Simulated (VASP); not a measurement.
K4InP2:

```xyz
7
Lattice="2.8338 4.9083 0.0000 -2.8338 4.9083 0.0000 0.0000 -3.2722 8.9869" Properties=species:S:1:pos:R:3 pbc="T T T"
K     0.0000    3.2722    1.5035
K     0.0000    3.2722    7.4834
K     0.0000    0.0000    5.6078
K     0.0000    6.5444    3.3791
In    0.0000    0.0000    0.0000
P     0.0000    0.0000    2.3806
P     0.0000    6.5444    6.6063
```

```yaml
Program: VASP 6.6.1
Task: relaxation of cell and atoms
Functional: PBEsol
Potentials_or_basis: VASP PAW PBE potentials, release 64 (K_sv, In_d, P)
Cutoff: 600 eV
k_mesh: 4 × 4 × 4
Occupations: gaussian, width 0.0139 eV
Spin: no spin polarisation
```

At the start: pressure 0.4 GPa; volume 35.71 Å³/atom.

Where does the relaxation end?

Over 19 steps the energy falls by 6.9 meV/atom and the volume is 36.37 Å³/atom (+1.8 %); space group R-3m (No. 166, to 0.1 Å) before and after.

The path:
| step | energy change (eV) | largest force (eV/Å) | pressure (GPa) | volume (Å³) |
| --- | --- | --- | --- | --- |
| 1 | 0.0000 | 0.3003 | 0.45 | 250.00 |
| 2 | -0.0150 | 0.1634 | 0.01 | 253.61 |
| 3 | -0.0150 | 0.1616 | 0.01 | 253.53 |
| 4 | -0.0183 | 0.1545 | 0.01 | 254.03 |
| 5 | -0.0270 | 0.1340 | -0.02 | 255.53 |
| 6 | -0.0375 | 0.0806 | -0.17 | 258.55 |
| 7 | -0.0387 | 0.0552 | -0.25 | 260.05 |
| 8 | -0.0428 | 0.1157 | -0.01 | 257.01 |
| 9 | -0.0429 | 0.1403 | 0.04 | 256.24 |
| 10 | -0.0456 | 0.0309 | 0.05 | 254.51 |
| 11 | -0.0456 | 0.0272 | 0.04 | 254.45 |
| 12 | -0.0465 | 0.0178 | 0.01 | 254.84 |
| 13 | -0.0473 | 0.0160 | -0.04 | 255.36 |
| 14 | -0.0471 | 0.0563 | -0.13 | 256.39 |
| 15 | -0.0475 | 0.0290 | -0.08 | 255.77 |
| 16 | -0.0478 | 0.0227 | 0.01 | 255.02 |
| 17 | -0.0478 | 0.0137 | -0.02 | 255.26 |
| 18 | -0.0479 | 0.0112 | 0.00 | 254.95 |
| 19 | -0.0480 | 0.0096 | 0.02 | 254.59 |

Final structure:
```cif
data_structure
_symmetry_space_group_name_H-M 'P 1'
_symmetry_Int_Tables_number 1
_cell_length_a 5.6996
_cell_length_b 5.6996
_cell_length_c 9.6292
_cell_angle_alpha 107.215
_cell_angle_beta 107.215
_cell_angle_gamma 60.000
_cell_volume 254.59
loop_
_atom_site_label
_atom_site_type_symbol
_atom_site_fract_x
_atom_site_fract_y
_atom_site_fract_z
_atom_site_occupancy
K1 K 0.39598 0.39598 0.18794 1
K2 K 0.60402 0.60402 0.81206 1
K3 K 0.20957 0.20957 0.62871 1
K4 K 0.79043 0.79043 0.37129 1
In1 In 0.00000 0.00000 0.00000 1
P1 P 0.08913 0.08913 0.26738 1
P2 P 0.91087 0.91087 0.73262 1
```

Caveat: the PAW data sets were made with another functional, which shifts forces and pressure a little.
